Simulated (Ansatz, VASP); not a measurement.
One calculation of Ge, two programs

```
CELL_PARAMETERS angstrom
3.92100 0.00000 0.00000
-1.96050 3.39569 0.00000
0.00000 0.00000 28.00000
ATOMIC_POSITIONS crystal
Ge 0.33333 0.66667 0.50779
Ge 0.66667 0.33333 0.49221
```

Alike in both runs: task single point; functional PBE; k mesh 12 × 12 × 1; occupations gaussian, width 0.1 eV; no spin polarisation.

|  | VASP | Ansatz |
| --- | --- | --- |
| version | VASP 6.6.1 | Ansatz 0.2.0 |
| potentials or method | VASP PAW PBE potentials, release 64 (Ge_d), cutoff 520 eV | scalar-relativistic, plane waves, PAW |
| valence electrons in the cell | 28 | 28 |

|  | VASP | Ansatz | Ansatz less VASP |
| --- | --- | --- | --- |
| gap on the k mesh at the Fermi level (eV) | none | none | - |
| rms of the force components (eV/Å) | 0.429 | 0.432 | +0.0034 |
| work function, face that differs most (eV) | 4.38 | 4.38 | 0.000 |

Atom by atom the forces differ by 0.003 eV/Å (rms over components). A gap of «none» marks a metal or a gap that the smearing closes. The functional is the same, so the differences come from potentials, cutoffs and numerics.
